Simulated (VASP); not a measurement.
Here is a VASP 6.6.1 calculation.

File POSCAR:

```
CuAu3
1.0
    3.9307486553      0.0000000000      0.0000000000
    0.0000000000      3.9307486553      0.0000000000
    0.0000000000      0.0000000000      3.9307486553
Cu Au
1 3
Direct
    0.0000000000      0.0000000000      0.0000000000
    0.0000000000      0.5000000000      0.5000000000
    0.5000000000      0.0000000000      0.5000000000
    0.5000000000      0.5000000000      0.0000000000
```

The input INCAR.step1:

```
  ALGO = Normal
  EDIFF = 1E-4
  ENCUT = 520
  GGA = PE
  ISMEAR = 0
  LASPH = T
  LCHARG = F
  LREAL = F
  LWAVE = T
  NBANDS = 30
  NELM = 80
  PREC = Accurate
  SIGMA = 0.1
```

Contents of INCAR.step2:

```
  ALGO = Normal
  EDIFF = 1E-6
  ENCUT = 520
  ISIF = 2
  ISMEAR = 0
  ISTART = 1
  LASPH = T
  LCHARG = T
  LELF = T
  LMIXTAU = T
  LREAL = F
  LVHAR = T
  LWAVE = F
  METAGGA = R2SCAN
  NBANDS = 30
  NELM = 80
  PREC = Accurate
  SIGMA = 0.1
```

File KPOINTS:

```
k-points
0
Gamma
  14 14 14
```

Potentials or basis: VASP PAW PBE potentials, release 64 (Cu, Au).

Run with:

```console
$ cat potpaw_PBE.64/Cu/POTCAR potpaw_PBE.64/Au/POTCAR > POTCAR
$ cp INCAR.step1 INCAR
$ mpirun -np 1 vasp_std > vasp.out
$ cp INCAR.step2 INCAR
$ mpirun -np 1 vasp_std > vasp.out
```

Q: Estimate the pressure.

A: 11.5 GPa.

Q: Estimate the band gap on the k mesh.

A: Zero (bands 22 and 23 overlap by 2.28 eV).

Caveat: the cell differs from its parent crystal (equal strain along all axes, cell held: -2.0 %); the cell stands under pressure; the PAW data sets were made with another functional, which shifts forces and pressure a little; spin-orbit coupling is left out, which moves the levels of the heavy elements.
